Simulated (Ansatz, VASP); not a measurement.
This is a calculation of C for VASP 6.6.1.

POSCAR

```
C
1.0
    2.1414089317     -1.2364169979      0.0000000000
    2.1414089317      1.2364169979      0.0000000000
   -1.3882028085      0.0000000000      3.5260283048
C
2
Direct
    0.1666444700      0.1666444700      0.9999069600
    0.8333555300      0.8333555300      0.0000930400
```

INCAR.step1

```
ALGO     = Normal         # electronic algorithm
EDIFF    = 1E-5           # SCF threshold, eV
ENCUT    = 520            # plane-wave cutoff, eV
GGA      = PE             # functional
ISIF     = 2              # what is computed and relaxed
ISMEAR   = -1             # smearing method
LASPH    = True           # aspherical terms in the spheres
LREAL    = False          # projectors in reciprocal space
LWAVE    = True           # write WAVECAR
NBANDS   = 11             # bands
NELM     = 60             # most SCF steps
PREC     = Accurate       # precision mode
SIGMA    = 0.05           # smearing width, eV
```

INCAR.step2

```
AEXX     = 0.25           # exact-exchange fraction
ALGO     = Normal         # electronic algorithm
EDIFF    = 1E-7           # SCF threshold, eV
ENCUT    = 520            # plane-wave cutoff, eV
GGA      = PE             # functional
ISIF     = 2              # what is computed and relaxed
ISMEAR   = -1             # smearing method
ISTART   = 1            
LASPH    = True           # aspherical terms in the spheres
LCHARG   = True           # write CHGCAR
LELF     = True           # ELF
LHFCALC  = True           # exact exchange
LREAL    = False          # projectors in reciprocal space
LVHAR    = True         
LWAVE    = False          # write WAVECAR
NBANDS   = 11             # bands
NELM     = 60             # most SCF steps
PREC     = Accurate       # precision mode
PRECFOCK = Normal       
SIGMA    = 0.05           # smearing width, eV
```

Contents of KPOINTS:

```
k-points
0
Gamma
  6 6 4
```

Potentials or basis: VASP PAW PBE potentials, release 64 (C).

Command:

```sh
$ cat potpaw_PBE.64/C/POTCAR > POTCAR
$ cp INCAR.step1 INCAR
$ mpirun -np 1 vasp_std > vasp.out
$ cp INCAR.step2 INCAR
$ mpirun -np 1 vasp_std > vasp.out
```

Task: Translate it to Ansatz 0.2.0. Potentials there: Ansatz PAW.

Result: As run (the cutoff follows the program's own potentials):

Contents of input.yaml:

```yaml
crystal:
  lattice:
    - [2.1414089317, -1.2364169979, 0.0]
    - [2.1414089317, 1.2364169979, 0.0]
    - [-1.3882028085, 0.0, 3.5260283048]
  atoms:
    - { symbol: C, position: [0.16664447, 0.16664447, 0.99990696] }
    - { symbol: C, position: [0.83335553, 0.83335553, 9.304e-05] }
hamiltonian:
  xc: pbe0
  pseudopotentials: { kind: paw }
kpoints:
  mp_grid: { grid: [6, 6, 4] }
scf:
  occupations: { method: fermi_dirac, width: 0.05 }
output:
  forces: true
  stress: true
  eigenvalues: true
```

Potentials or basis: Ansatz PAW.

Launch:

```sh
$ ansatz run input.yaml --threads 2 --pin off --max-ram 5632MiB --backend cpu --events-out ev --progress --plain --runs-dir out
```

Both were run:

|  | VASP | Ansatz | Ansatz less VASP |
| --- | --- | --- | --- |
| gap on the k mesh at the Fermi level (eV) | 1.24 | 1.12 | -0.115 |
| least direct gap on the mesh (eV) | 1.27 | 1.16 | -0.115 |
| pressure (GPa) | -6.8 | -7.2 | -0.48 |
| traceless stress, the component that is largest in VASP (GPa) | 6.71 | 7.39 | +0.685 |
| rms of the force components (eV/Å) | 0.033 | 0.034 | +0.0009 |

Atom by atom the forces differ by 0.001 eV/Å (rms over components). With one functional, cell and mesh, what is left measures potentials, basis and numerics.

The k mesh is coarse, so the values compare programs but aren't converged.
